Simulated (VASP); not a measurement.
# Ag (Pnnm) in VASP: notebook

Ag is run at these levels: PBEsol; tasks: single point.

All numbers are computed with VASP 6.6.1; they aren't measurements. Logs are shortened: lines on timing, memory, paths and dates and some standing lists are left out, and cuts for length are marked.

## (1) The cell of the first run

It takes space group Pnnm (No. 58, orthorhombic). The conventional cell has a = 4.691 Å, b = 4.966 Å, c = 2.867 Å, α = 90.00°, β = 90.00°, γ = 90.00°. Ag (site symmetry m) has 12 Ag at 2.46 to 3.31 Å within 3.4 Å.

## (2) Single point, PBEsol (atoms displaced along a vibrational mode)

Contents of INCAR:

```
SYSTEM = Ag
PREC = Accurate
ENCUT = 500
EDIFF = 1E-6
ISMEAR = 0
SIGMA = 0.15
LREAL = .False.
LASPH = .True.
NELM = 120
ALGO = Normal
ISIF = 2
LWAVE = .False.
LCHARG = .False.
GGA = PS
NBANDS = 30
GGA_COMPAT = .False.
```

Contents of KPOINTS:

```
regular mesh
0
Gamma
  20 14 12
  0 0 0
```

Contents of POSCAR:

```
Ag
1.0
   -2.8670626684      0.0000000000      0.0000000000
    0.0000000000      0.0000000000     -4.6907149289
    0.0000000000     -4.9658982101      0.0000000000
Ag
4
Direct
    0.5000000000      0.8059616186      0.1666666667
    0.0000000000      0.6940383814      0.6666666667
    0.0000000000      0.3059616186      0.3333333333
    0.5000000000      0.1940383814      0.8333333333
```

Potentials or basis: VASP PAW PBE potentials, release 64 (Ag).

On the command line:

```bash
> cat potpaw_PBE.64/Ag/POTCAR > POTCAR
> mpirun -np 1 vasp_std > vasp.out
```

OUTCAR:

```text
SYSTEM = Ag
   PREC = Accurate
   ENCUT = 500
   EDIFF = 1E-6
   ISMEAR = 0
   LREAL = .False.
   LASPH = .True.
   NELM = 120
   ISIF = 2
   GGA = PS

 ion  position               nearest neighbor table
   1  0.500  0.806  0.167-   4 2.46   3 2.87   3 2.87   3 2.87   3 2.87   2 2.91   2 2.91   2 2.91
                             2 2.91   4 3.31
   2  0.000  0.694  0.667-   3 2.46   4 2.87   4 2.87   4 2.87   4 2.87   1 2.91   1 2.91   1 2.91
                             1 2.91   3 3.31
   3  0.000  0.306  0.333-   2 2.46   1 2.87   1 2.87   1 2.87   1 2.87   4 2.91   4 2.91   4 2.91
                             4 2.91   2 3.31
   4  0.500  0.194  0.833-   1 2.46   2 2.87   2 2.87   2 2.87   2 2.87   3 2.91   3 2.91   3 2.91
                             3 2.91   1 3.31

  LATTYP: Found a simple orthorhombic cell.
 ALAT       =     2.8670626684
 B/A-ratio  =     1.6360698985
 C/A-ratio  =     1.7320508076

  Lattice vectors:

 A1 = (  -2.8670626684,   0.0000000000,   0.0000000000)
 A2 = (   0.0000000000,   0.0000000000,  -4.6907149289)
 A3 = (   0.0000000000,  -4.9658982101,   0.0000000000)

Analysis of symmetry for initial positions (statically):
=====================================================================
 Subroutine PRICEL returns:
 Original cell was already a primitive cell.

 Routine SETGRP: Setting up the symmetry group for a
 simple orthorhombic supercell.

 Subroutine GETGRP returns: Found  8 space group operations
 (whereof  4 operations were pure point group operations)
 out of a pool of  8 trial point group operations.

The static configuration has the point symmetry C_2h.
 The point group associated with its full space group is D_2h.

Analysis of symmetry for dynamics (positions and initial velocities):
=====================================================================
 Subroutine PRICEL returns:
 Original cell was already a primitive cell.

 Routine SETGRP: Setting up the symmetry group for a
 simple orthorhombic supercell.

 Subroutine GETGRP returns: Found  8 space group operations
 (whereof  4 operations were pure point group operations)
 out of a pool of  8 trial point group operations.

The dynamic configuration has the point symmetry C_2h.
 The point group associated with its full space group is D_2h.

 Subroutine INISYM returns: Found  8 space group operations
 (whereof  4 operations are pure point group operations),
 and found     1 'primitive' translations

----------------------------------------------------------------------------------------

                                     Primitive cell

  volume of cell :      66.7842

  direct lattice vectors                    reciprocal lattice vectors
    -2.867062668  0.000000000  0.000000000    -0.348789028  0.000000000  0.000000000
     0.000000000  0.000000000 -4.690714929     0.000000000  0.000000000 -0.213187119
     0.000000000 -4.965898210  0.000000000     0.000000000 -0.201373439  0.000000000

  length of vectors
     2.867062668  4.690714929  4.965898210     0.348789028  0.213187119  0.201373439

  position of ions in fractional coordinates (direct lattice)
     0.500000000  0.805961619  0.166666667
     0.000000000  0.694038381  0.666666667
     0.000000000  0.305961619  0.333333333
     0.500000000  0.194038381  0.833333333

  ion indices of the primitive-cell ions
   primitive index   ion index
                 1           1
                 2           2
                 3           3
                 4           4

----------------------------------------------------------------------------------------

 KPOINTS: regular mesh

Automatic generation of k-mesh.
 Grid dimensions read from file:
 generate k-points for:   20   14   12

 Generating k-lattice:

  Cartesian coordinates                     Fractional coordinates (reciprocal lattice)
    -0.017439451  0.000000000  0.000000000     0.050000000  0.000000000  0.000000000
     0.000000000  0.000000000 -0.015227651     0.000000000  0.071428571  0.000000000
     0.000000000 -0.016781120  0.000000000     0.000000000  0.000000000  0.083333333

  Length of vectors
     0.017439451  0.015227651  0.016781120

  Shift w.r.t. Gamma in fractional coordinates (k-lattice)
     0.000000000  0.000000000  0.000000000

 Subroutine IBZKPT returns following result:
 ===========================================

 Found    616 irreducible k-points:

 Following reciprocal coordinates:
            Coordinates               Weight
  0.000000  0.000000  0.000000      1.000000
  0.050000  0.000000  0.000000      2.000000
  0.100000  0.000000  0.000000      2.000000
  0.150000  0.000000  0.000000      2.000000
  0.200000  0.000000  0.000000      2.000000
  0.250000  0.000000  0.000000      2.000000
[... 16 lines left out ...]
  0.000000  0.142857  0.000000      2.000000
  0.050000  0.142857  0.000000      4.000000
 [... further k-points ...]
   k-points           NKPTS =    616   k-points in BZ     NKDIM =    616   number of bands    NBANDS=     30
   number of dos      NEDOS =    301   number of ions     NIONS =      4
   total plane-waves  NPLWV =  31104
   dimension x,y,z NGX =    24 NGY =   36 NGZ =   36
   dimension x,y,z NGXF=    48 NGYF=   72 NGZF=   72
   ions per type =               4
   NGX,Y,Z   is equivalent  to a cutoff of  13.92, 12.76, 12.05 a.u.
   NGXF,Y,Z  is equivalent  to a cutoff of  27.83, 25.52, 24.10 a.u.
 SYSTEM =  Ag
   PREC   = accura    normal or accurate (medium, high low for compatibility)
   ISTART =      0    job   : 0-new  1-cont  2-samecut
   ICHARG =      2    charge: 1-file 2-atom 10-const
   ISPIN  =      1    spin polarized calculation?
   LNONCOLLINEAR =      F non collinear calculations
   LSORBIT =      F    spin-orbit coupling
   LASPH  =      T    aspherical Exc in radial PAW
   ENCUT  =  500.0 eV  36.75 Ry    6.06 a.u.   5.23  8.55  9.05*2*pi/ulx,y,z
   NELM   =    120;   NELMIN=  2; NELMDL= -5     # of ELM steps
   EDIFF  = 0.1E-05   stopping-criterion for ELM
   LREAL  =      F    real-space projection
   EDIFFG = 0.1E-04   stopping-criterion for IOM
   NSW    =      0    number of steps for IOM
   IBRION =     -1    ionic relax: 0-MD 1-quasi-New 2-CG
   NFREE  =      0    steps in history (QN), initial steepest desc. (CG)
   ISIF   =      2    stress and relaxation
   ISYM   =      2    0-nonsym 1-usesym 2-fastsym
   POTIM  = 0.5000    time-step for ionic-motion
   TEBEG  =    0.0;   TEEND  =   0.0 temperature during run
   PSTRESS=    0.0 pullay stress
   NELECT =      44.0000    total number of electrons
   NUPDOWN=      -1.0000    fix difference up-down
   EMIN   =  10.00;   EMAX   =-10.00  energy-range for DOS
   EFERMI =   0.00;   METHOD = LEGACY
   ISMEAR =     0;   SIGMA  =   0.15  broadening in eV -4-tet -1-fermi 0-gaus
   EFERMI_NEDOS =   21; number of points for ismear=-14 and -15
   IALGO  =     38    algorithm
   IMIX   =      4    mixing-type and parameters
     AMIX     =   0.40;   BMIX     =  1.00
     AMIX_MAG =   1.60;   BMIX_MAG =  1.00
  volume/ion in A,a.u.               =      16.70       112.67
  Fermi-wavevector in a.u.,A,eV,Ry     =   1.424517  2.691947 27.609614  2.029249
  Thomas-Fermi vector in A             =   2.545000
   LORBIT       =      0    0 simple, 1 ext, 2 COOP (PROOUT), +10 PAW based schemes
   GGA     = PS    functional components
   LHFCALC =     F    Hartree Fock is set to
   AEXX    =    0.0000 exact exchange contribution
   IVDW    =     0    specifies the selected vdW correction
   LEPSILON=     F    determine dielectric tensor
   LRPA    =     F    only Hartree local field effects (RPA)
 non-spin polarized calculation
 Gauss-broadening in eV      SIGMA  =   0.15
  energy-cutoff  :      500.00
  volume of cell :       66.78
 maximum number of plane-waves:      1720
 NGX is ok and might be reduce to    24
   NGX = 11   NGY = 17   NGZ = 19

 number of electron      44.0000014 magnetization

 Free energy of the ion-electron system (eV)
  ---------------------------------------------------
  ext. energy  EPLUGINS =         0.00000000
  ---------------------------------------------------
  free energy    TOTEN  =       -12.61594286 eV

  energy without entropy =      -12.60357692  energy(sigma->0) =      -12.60975989

 E-fermi :   8.5455     XC(G=0): -12.5098

 val. band max:        8.5358577129   @ k =   0.5000   0.2143   0.4167
 cond. band min:       8.5473032386   @ k =   0.3000   0.2143   0.2500
 fundamental gap:      0.0114455257
 Fermi energy:         8.5455219642

 k-point     1 :       0.0000    0.0000    0.0000
  band No.  band energies     occupation
      1       0.5039      2.00000
      2       1.9922      2.00000
      3       2.0670      2.00000
      4       2.3240      2.00000
      5       2.3724      2.00000
      6       3.4108      2.00000
[... 22 lines left out ...]
     29      18.7149      0.00000
     30      19.2630      0.00000

 k-point     2 :       0.0500    0.0000    0.0000
  band No.  band energies     occupation
      1       0.5553      2.00000
      2       2.0271      2.00000
      3       2.0934      2.00000
      4       2.3515      2.00000
      5       2.3735      2.00000
      6       3.3868      2.00000
[... 22 lines left out ...]
     29      18.7386      0.00000
     30      18.8853      0.00000

 k-point     3 :       0.1000    0.0000    0.0000
  band No.  band energies     occupation
      1       0.7062      2.00000
      2       2.1278      2.00000
      3       2.1677      2.00000
      4       2.3740      2.00000
      5       2.4273      2.00000
      6       3.3401      2.00000
[... 22 lines left out ...]
     29      18.2830      0.00000
     30      18.8057      0.00000

 k-point     4 :       0.1500    0.0000    0.0000
  band No.  band energies     occupation
      1       0.9465      2.00000
      2       2.2762      2.00000
      3       2.2817      2.00000
      4       2.3671      2.00000
      5       2.5331      2.00000
      6       3.3055      2.00000
[... 616 lines left out ...]
     29      16.2448      0.00000
     30      16.2448      0.00000

 k-point    23 :       0.0000    0.1429    0.0000
  band No.  band energies     occupation
      1       0.6626      2.00000
      2       2.0285      2.00000
      3       2.0914      2.00000
      4       2.1163      2.00000
      5       2.6777      2.00000
      6       3.3905      2.00000
[... 22 lines left out ...]
     29      19.5524      0.00000
     30      19.6470      0.00000

 k-point    24 :       0.0500    0.1429    0.0000
  band No.  band energies     occupation
      1       0.7128      2.00000
      2       2.0646      2.00000
      3       2.1121      2.00000
      4       2.1421      2.00000
      5       2.6900      2.00000
      6       3.3999      2.00000
[... 22 lines left out ...]
     29      19.5583      0.00000
     30      19.6811      0.00000

 [... further k-points ...]

------------------------ aborting loop because EDIFF is reached ----------------------------------------

  FORCE on cell =-STRESS in cart. coord.  units (eV):
  Direction    XX          YY          ZZ          XY          YZ          ZX
  --------------------------------------------------------------------------------------
  -------------------------------------------------------------------------------------
  Total       -0.3570912      2.8510485      4.3457460      0.0000000     -0.0000000      0.0000000
  in kB       -8.5667422     68.3976445    104.2559582      0.0000000     -0.0000000      0.0000000
  external PRESSURE =      54.6956202 kB  Pullay stress =       0.0000000 kB

 VOLUME and BASIS-vectors are now :
 -----------------------------------------------------------------------------
  energy-cutoff  :      500.00
  volume of cell :       66.78
      direct lattice vectors                 reciprocal lattice vectors
    -2.867062668  0.000000000  0.000000000    -0.348789028  0.000000000  0.000000000
     0.000000000  0.000000000 -4.690714929     0.000000000  0.000000000 -0.213187119
     0.000000000 -4.965898210  0.000000000     0.000000000 -0.201373439  0.000000000

 POSITION                                       TOTAL-FORCE (eV/Angst)
 -----------------------------------------------------------------------------------
     -1.43353     -0.82765     -3.78054         0.000000     -1.157572      1.451977
      0.00000     -3.31060     -3.25554         0.000000     -1.157572     -1.451977
      0.00000     -1.65530     -1.43518         0.000000      1.157572      1.451977
     -1.43353     -4.13825     -0.91018        -0.000000      1.157572     -1.451977
 -----------------------------------------------------------------------------------
    total drift:                               -0.000000     -0.000000     -0.000000

  FREE ENERGIE OF THE ION-ELECTRON SYSTEM (eV)
  ---------------------------------------------------
  free  energy   TOTEN  =       -12.6159428587 eV

  energy  without entropy=      -12.6035769242  energy(sigma->0) =      -12.60975989
```

Run time: 14 min. Hardware: 1 thread of Oxide Virtual Turin-like, shared host; peak memory 0.8 GiB.

Results:

| Quantity | Value |
| --- | --- |
| Free energy | -12.6159 eV |
| Pressure | 5.5 GPa |
| Largest force | 1.857 eV/Å |
| Band gap on the k mesh | zero (bands 22 and 23 overlap by 4.76 eV) |

Forces in eV/Å, atoms in the order of the input:
```
Ag   0.000 -1.158  1.452
Ag   0.000 -1.158 -1.452
Ag   0.000  1.158  1.452
Ag   0.000  1.158 -1.452
```

Caveat: the cell differs from its parent crystal (atoms displaced along a vibrational mode); the stress differs along the axes, from -1 to 10 GPa; the PAW data sets were made with another functional, which shifts forces and pressure a little.

## (3) Single point, PBEsol (atoms displaced along a vibrational mode)

Contents of INCAR:

```
PREC = Accurate
ENCUT = 500
EDIFF = 1E-6
ISMEAR = 0
SIGMA = 0.15
LREAL = F
LASPH = T
NELM = 120
ALGO = Normal
ISIF = 2
LWAVE = F
LCHARG = F
GGA = PS
NBANDS = 30
GGA_COMPAT = F
```

Contents of KPOINTS:

```
Automatic mesh
0
Gamma
  20 14 12
```

Contents of POSCAR:

```
Ag
1.0
   -2.8670626684      0.0000000000      0.0000000000
    0.0000000000      0.0000000000     -4.6907149289
    0.0000000000     -4.9658982101      0.0000000000
Ag
4
Direct
    0.5000000000      0.6860438644      0.1666666667
    0.0000000000      0.8139561356      0.6666666667
    0.0000000000      0.1860438644      0.3333333333
    0.5000000000      0.3139561356      0.8333333333
```

Potentials or basis: VASP PAW PBE potentials, release 64 (Ag).

On the command line:

```bash
> cat potpaw_PBE.64/Ag/POTCAR > POTCAR
> mpirun -np 1 vasp_std > vasp.out
```

Wall time 17 min (1 thread of Oxide Virtual Turin-like, shared host); peak memory 0.8 GiB.

It converged, with:

| Quantity | Value |
| --- | --- |
| Free energy | -12.3676 eV |
| Pressure | 7.6 GPa |
| Largest force | 2.474 eV/Å |
| Band gap on the k mesh | zero (bands 22 and 23 overlap by 4.75 eV) |

Forces in eV/Å, atoms in the order of the input:
```
Ag   0.000 -1.618 -1.872
Ag   0.000 -1.618  1.872
Ag   0.000  1.618 -1.872
Ag   0.000  1.618  1.872
```

Stress tensor (GPa, compression positive):
```
-1.00  0.00  0.00
 0.00 10.03  0.00
 0.00  0.00 13.64
```

Levels at points of the mesh, in eV from the Fermi level:
```
           k point  band 19  band 20  band 21  band 22  band 23  band 24  band 25  band 26
(0.00, 0.00, 0.00)    -2.93    -2.81    -2.74    -1.02     1.05     1.48     2.75     7.72
(0.50, 0.00, 0.00)    -2.46    -2.46    -0.61    -0.61     5.48     5.48     5.99     5.99
(0.00, 0.50, 0.00)    -3.04    -3.04    -2.89    -2.89     0.92     0.92     4.66     4.66
(0.50, 0.50, 0.00)    -2.75    -2.75     0.37     0.37     1.67     1.67     7.26     7.26
(0.00, 0.00, 0.50)    -3.09    -3.09    -2.96    -2.96     1.90     1.90     5.13     5.13
(0.50, 0.00, 0.50)    -2.75    -2.75     0.08     0.08     1.65     1.65     7.41     7.41
(0.00, 0.50, 0.50)    -2.98    -2.98    -2.75    -2.75    -1.96    -1.96     9.95     9.95
(0.50, 0.50, 0.50)    -2.58    -2.58     0.51     0.51     1.26     1.26     4.25     4.25
```

Caveat: the cell differs from its parent crystal (atoms displaced along a vibrational mode); the stress differs along the axes, from -1 to 14 GPa; the PAW data sets were made with another functional, which shifts forces and pressure a little.
